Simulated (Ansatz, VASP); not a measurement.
Two plane-wave programs on BN

POSCAR

```
BN
1.0
   -2.5439665234      0.0000000000      0.0000000000
   -1.2719832617     -2.2031396357      0.0000000000
   -0.7631899570      0.0000000000     12.6232348039
B N
6 6
Direct
    0.6479417076      0.6666666667      0.0624165303
    0.5479417076      0.6666666667      0.3957498636
    0.4479417076      0.6666666667      0.7290831970
    0.0646083742      0.3333333333      0.8957498636
    0.2646083742      0.3333333333      0.2290831970
    0.1646083742      0.3333333333      0.5624165303
    0.3854016258      0.6666666667      0.9375501364
    0.5854016258      0.6666666667      0.2708834697
    0.4854016258      0.6666666667      0.6042168030
    0.1020682924      0.3333333333      0.7708834697
    0.3020682924      0.3333333333      0.1042168030
    0.2020682924      0.3333333333      0.4375501364
```

Contents of INCAR.step1:

```
SYSTEM = BN
ALGO = Normal ; EDIFF = 1E-4
ENCUT = 520 ; GGA = PE
ISMEAR = 0 ; LASPH = .True.
LCHARG = .False. ; LREAL = .False.
LWAVE = .True. ; NBANDS = 36
NELM = 80 ; PREC = Accurate
SIGMA = 0.05
```

Contents of INCAR.step2:

```
SYSTEM = BN
ALGO = Normal ; EDIFF = 1E-6
ENCUT = 520 ; ISIF = 2
ISMEAR = 0 ; ISTART = 1
LASPH = .True. ; LCHARG = .False.
LMIXTAU = .True. ; LREAL = .False.
LWAVE = .False. ; METAGGA = R2SCAN
NBANDS = 36 ; NELM = 80
PREC = Accurate ; SIGMA = 0.05
```

The input KPOINTS:

```
k-points
0
Gamma
  10 10 2
  0 0 0
```

Input for Ansatz:

```yaml
crystal:
  lattice:
    - [-2.5439665234, 0.0, 0.0]
    - [-1.2719832617, -2.2031396357, 0.0]
    - [-0.763189957, 0.0, 12.6232348039]
  atoms:
    - { symbol: B, position: [0.6479417076, 0.6666666667, 0.0624165303] }
    - { symbol: B, position: [0.5479417076, 0.6666666667, 0.3957498636] }
    - { symbol: B, position: [0.4479417076, 0.6666666667, 0.729083197] }
    - { symbol: B, position: [0.0646083742, 0.3333333333, 0.8957498636] }
    - { symbol: B, position: [0.2646083742, 0.3333333333, 0.229083197] }
    - { symbol: B, position: [0.1646083742, 0.3333333333, 0.5624165303] }
    - { symbol: "N", position: [0.3854016258, 0.6666666667, 0.9375501364] }
    - { symbol: "N", position: [0.5854016258, 0.6666666667, 0.2708834697] }
    - { symbol: "N", position: [0.4854016258, 0.6666666667, 0.604216803] }
    - { symbol: "N", position: [0.1020682924, 0.3333333333, 0.7708834697] }
    - { symbol: "N", position: [0.3020682924, 0.3333333333, 0.104216803] }
    - { symbol: "N", position: [0.2020682924, 0.3333333333, 0.4375501364] }
basis:
  ecutwfc: 500
kpoints:
  mp_grid: { grid: [10, 10, 2] }
hamiltonian:
  xc: r2scan
scf:
  occupations: { method: gaussian, width: 0.05 }
output:
  forces: true
  stress: true
  eigenvalues: true
```

Alike in both runs: task single point; functional r2SCAN; k mesh 10 × 10 × 2; occupations gaussian, width 0.05 eV; no spin polarisation.

```csv
,VASP,Ansatz
version,VASP 6.6.1,Ansatz 0.2.0
potentials or method,"VASP PAW PBE potentials, release 64 (B, N), cutoff 520 eV","scalar-relativistic, plane waves, PAW"
valence electrons in the cell,48,48
```

```csv
,VASP,Ansatz,Ansatz less VASP
gap on the k mesh at the Fermi level (eV),4.36,4.36,+0.005
least direct gap on the mesh (eV),6.17,6.18,+0.004
pressure (GPa),1.4,0.4,-1.08
"traceless stress, the component that is largest in VASP (GPa)",15.65,15.66,+0.017
rms of the force components (eV/Å),0.806,0.810,+0.0040
```

VASP's potentials were made for PBE, not for r2SCAN. Atom by atom the forces differ by 0.008 eV/Å (rms over components). The functional is the same, so the differences come from potentials, cutoffs and numerics.
